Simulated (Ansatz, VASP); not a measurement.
# ZnAu in VASP and in Ansatz

```
Zn Au
1.0
     3.14700    0.00000    0.00000
     0.00000    3.14700    0.00000
     0.00000    0.00000    3.14700
Zn Au
1 1
Direct
  0.50000 0.50000 0.50000
  0.93259 0.06741 0.00000
```

Change from the starting cell: all Au atoms moved -0.300 Å, as atom 2 along Cartesian [1 -1 0].

Alike in both runs: task single point; functional PBE; k mesh 16 × 16 × 16; occupations gaussian, width 0.15 eV; no spin polarisation.

|  | VASP | Ansatz |
| --- | --- | --- |
| version | VASP 6.6.1 | Ansatz 0.2.0 |
| potentials or method | VASP PAW PBE potentials, release 64 (Zn, Au), cutoff 520 eV | scalar-relativistic, plane waves, PAW |
| valence electrons in the cell | 23 | 31 |

Ansatz gave:

```
gap on the k mesh at the Fermi level (eV)                     : none
pressure (GPa)                                                : 9.7
traceless stress, the component that is largest in VASP (GPa) : -4.49
rms of the force components (eV/Å)                            : 0.821
```

Which values does VASP return?

gap on the k mesh at the Fermi level (eV): none; pressure (GPa): 10.0; traceless stress, the component that is largest in VASP (GPa): -4.55; rms of the force components (eV/Å): 0.834.

Atom by atom the forces differ by 0.014 eV/Å (rms over components). A gap of «none» marks a metal or a gap that the smearing closes. With one functional, cell and mesh, what is left measures potentials, basis and numerics. VASP's potentials hold 23 valence electrons a cell and Ansatz's 31, so a difference there can come from the potentials and not from the codes.

Spin-orbit coupling is off throughout.
